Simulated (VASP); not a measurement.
Set up this calculation in VASP 6.6.1, as the native input.

```
Task                   : single point
Functional             : PBE
Potentials or basis    : VASP PAW PBE potentials, release 64 (Cu, O)
Cutoff                 : 520 eV
k mesh                 : 8 × 8 × 5
Occupations            : methfessel-paxton, width 0.005 eV
Spin                   : no spin polarisation
Dipole correction      : no
Further INCAR settings : ALGO = Normal; EDIFF = 1e-07; NBANDS = 32
```

The structure of CuO2 lies in POSCAR:

```
CuO2
1.0
    1.4126150000     -5.2107470000      0.0000000000
    1.4126150000      5.2107470000      0.0000000000
    0.0000000000      0.0000000000      4.3434240000
Cu O
2 4
Direct
    0.1672530000      0.8327470000      0.7500000000
    0.8327470000      0.1672530000      0.2500000000
    0.7889700000      0.2110300000      0.7500000000
    0.2110300000      0.7889700000      0.2500000000
    0.5514860000      0.4485140000      0.7500000000
    0.4485140000      0.5514860000      0.2500000000
```

These files were run (other wordings do the same):

INCAR

```
SYSTEM = CuO2
PREC = Accurate
ENCUT = 520
EDIFF = 1E-7
ISMEAR = 1
SIGMA = 0.005
LREAL = .FALSE.
LASPH = .TRUE.
NELM = 100
ALGO = Normal
ISIF = 2
LWAVE = .FALSE.
LCHARG = .FALSE.
GGA = PE
NBANDS = 32
```

KPOINTS

```
regular mesh
0
G
  8 8 5
  0 0 0
```

Potentials or basis: VASP PAW PBE potentials, release 64 (Cu, O).

Run with:

```sh
$ cat potpaw_PBE.64/Cu/POTCAR potpaw_PBE.64/O/POTCAR > POTCAR
$ mpirun -np 1 vasp_std > vasp.out
```

It gave:

```yaml
Pressure: -0.7 GPa
Largest_force: 0.189 eV/Å
Band_gap_on_the_k_mesh: zero (band 23 reaches 2.65 eV, above the bottom of band 24 at 2.39 eV)
```

Caveat: semilocal functionals often make such compounds metallic where correlation or magnetic order opens a gap, which also shifts bond lengths.

Wall time 2.6 min on 1 thread of AMD EPYC 9R45 96-Core Processor (Zen 5), on a shared host, peak memory 0.24 GiB.
